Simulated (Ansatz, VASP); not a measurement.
NaS3: VASP beside Ansatz

```xyz
4
Lattice="4.1286 0.0000 0.0000 0.0000 4.1286 0.0000 0.0000 0.0000 4.1286" Properties=species:S:1:pos:R:3 pbc="T T T"
Na    0.0000    0.0000    0.0000
S     0.0000    2.0643    2.0643
S     2.0643    0.0000    2.0643
S     2.0643    2.0643    0.0000
```

Alike in both runs: functional PBE; k mesh 12 × 12 × 12; occupations gaussian, width 0.1 eV; no spin polarisation.

Ansatz relaxed the structure, and its values are those at the end. VASP's run is a single point on that final structure, the one shown.

|  | VASP | Ansatz |
| --- | --- | --- |
| version | VASP 6.6.1 | Ansatz 0.2.0 |
| potentials or method | VASP PAW PBE potentials, release 64 (Na_pv, S), cutoff 520 eV | scalar-relativistic, plane waves, PAW |
| valence electrons in the cell | 25 | 27 |

```tsv
	VASP	Ansatz	Ansatz less VASP
gap on the k mesh at the Fermi level (eV)	none	none	-
pressure (GPa)	-0.1	0.0	+0.05
```

A gap of «none» marks a metal or a gap that the smearing closes. With one functional, cell and mesh, what is left measures potentials, basis and numerics. VASP's potentials hold 25 valence electrons a cell and Ansatz's 27, so a difference there can come from the potentials and not from the codes.
